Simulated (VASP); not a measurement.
Here is a VASP 6.6.1 calculation.

INCAR

```
SYSTEM = Ir
ALGO = Normal
EDIFF = 1E-6
ENCUT = 520
GGA = PE
ISIF = 2
ISMEAR = -1
LASPH = .True.
LCHARG = .False.
LREAL = .False.
LWAVE = .False.
NBANDS = 16
NELM = 80
PREC = Accurate
SIGMA = 0.05
```

The input KPOINTS:

```
k-points
0
Gamma
  7 7 7
  0 0 0
```

File POSCAR:

```
Ir
1.0
    0.0000000000      2.7844498130      2.7844498130
    2.7844498130      0.0000000000      2.7844498130
    2.7844498130      2.7844498130      0.0000000000
Ir
2
Direct
    0.0000000000      0.0000000000      0.0000000000
    0.2500000000      0.2500000000      0.2500000000
```

Potentials or basis: VASP PAW PBE potentials, release 64 (Ir).

Run with:

```sh
$ cat potpaw_PBE.64/Ir/POTCAR > POTCAR
$ mpirun -np 1 vasp_std > vasp.out
```

Problem. Predict the pressure.

Solution. -0.4 GPa.

Problem. What does it give for the band gap on the k mesh?

Solution. Zero (band 9 reaches 6.06 eV, above the bottom of band 10 at 4.64 eV).

Caveat: spin-orbit coupling is left out, which moves the levels of the heavy elements.
